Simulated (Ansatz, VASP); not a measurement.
## One calculation of Te, two programs

```
CELL_PARAMETERS angstrom
0.00000 2.42195 2.42195
2.42195 0.00000 2.42195
2.42195 2.42195 0.00000
ATOMIC_POSITIONS crystal
Te 0.00000 0.00000 0.00000
```

Alike in both runs: task single point; functional r2SCAN; k mesh 11 × 11 × 11; occupations fermi-dirac, width 0.1 eV; non-collinear spin, spin-orbit coupling.

|  | VASP | Ansatz |
| --- | --- | --- |
| version | VASP 6.6.1 | Ansatz 0.2.0 |
| potentials or method | VASP PAW PBE potentials, release 64 (Te), cutoff 520 eV | plane waves (500 eV) with PAW, fully relativistic with spin-orbit coupling |
| valence electrons in the cell | 6 | 16 |

```csv
,VASP,Ansatz,Ansatz less VASP
net moment per atom (μB),0.00,0.00,0.000
```

VASP's potentials were made for PBE, not for r2SCAN. VASP's potentials hold 6 valence electrons a cell and Ansatz's 16, so a difference there can come from the potentials and not from the codes.
